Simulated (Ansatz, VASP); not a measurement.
Given: the input of a run of VASP 6.6.1 on Ge.

POSCAR

```
Ge
1.0
    0.0000000000      2.7711609388      2.7711609388
    2.7711609388      0.0000000000      2.7711609388
    2.7711609388      2.7711609388      0.0000000000
Ge
2
Direct
    0.7500000000      0.7500000000      0.7500000000
    0.5000000000      0.5000000000      0.5000000000
```

The input INCAR.step1:

```
  PREC = Accurate
  ENCUT = 520
  EDIFF = 1E-5
  ISMEAR = -1
  SIGMA = 0.05
  LREAL = F
  LASPH = T
  NELM = 60
  ALGO = Normal
  ISIF = 2
  LWAVE = T
  NBANDS = 21
  GGA = PE
```

INCAR.step2

```
  PREC = Accurate
  ENCUT = 520
  EDIFF = 1E-6
  ISMEAR = -1
  SIGMA = 0.05
  LREAL = F
  LASPH = T
  NELM = 60
  ALGO = Normal
  ISIF = 2
  LWAVE = F
  LCHARG = T
  GGA = B3
  LHFCALC = T
  AEXX = 0.2
  AGGAX = 0.72
  AGGAC = 0.81
  ALDAC = 0.19
  PRECFOCK = Normal
  LELF = T
  LVHAR = T
  NBANDS = 21
  ISTART = 1
```

Contents of KPOINTS:

```
Automatic mesh
0
Gamma
  4 4 4
```

Potentials or basis: VASP PAW PBE potentials, release 64 (Ge_d).

The run is started by

```console
$ cat potpaw_PBE.64/Ge_d/POTCAR > POTCAR
$ cp INCAR.step1 INCAR
$ mpirun -np 1 vasp_std > vasp.out
$ cp INCAR.step2 INCAR
$ mpirun -np 1 vasp_std > vasp.out
```

Q: Set up the same calculation for Ansatz 0.2.0. Potentials there: Ansatz PAW.

A: As run (the cutoff follows the program's own potentials):

input.yaml

```yaml
crystal:
  lattice:
    - [0.0, 2.7711609388, 2.7711609388]
    - [2.7711609388, 0.0, 2.7711609388]
    - [2.7711609388, 2.7711609388, 0.0]
  atoms:
    - { symbol: Ge, position: [0.75, 0.75, 0.75] }
    - { symbol: Ge, position: [0.5, 0.5, 0.5] }
hamiltonian:
  xc: b3lyp
  pseudopotentials: { kind: paw }
kpoints:
  mp_grid: { grid: [4, 4, 4] }
scf:
  occupations: { method: fermi_dirac, width: 0.05 }
output:
  forces: true
  stress: true
  eigenvalues: true
```

Potentials or basis: Ansatz PAW.

Run with:

```console
$ ansatz run input.yaml --threads 2 --pin off --max-ram 5632MiB --backend cpu --events-out ev --progress --plain --runs-dir out
```

Both were run:

|  | VASP | Ansatz | Ansatz less VASP |
| --- | --- | --- | --- |
| gap on the k mesh at the Fermi level (eV) | 1.52 | 1.45 | -0.065 |
| least direct gap on the mesh (eV) | 1.77 | 1.68 | -0.083 |
| pressure (GPa) | 10.3 | 10.1 | -0.15 |

VASP's potentials were made for PBE, not for B3LYP.

The k mesh is coarse, so the values compare programs but aren't converged.
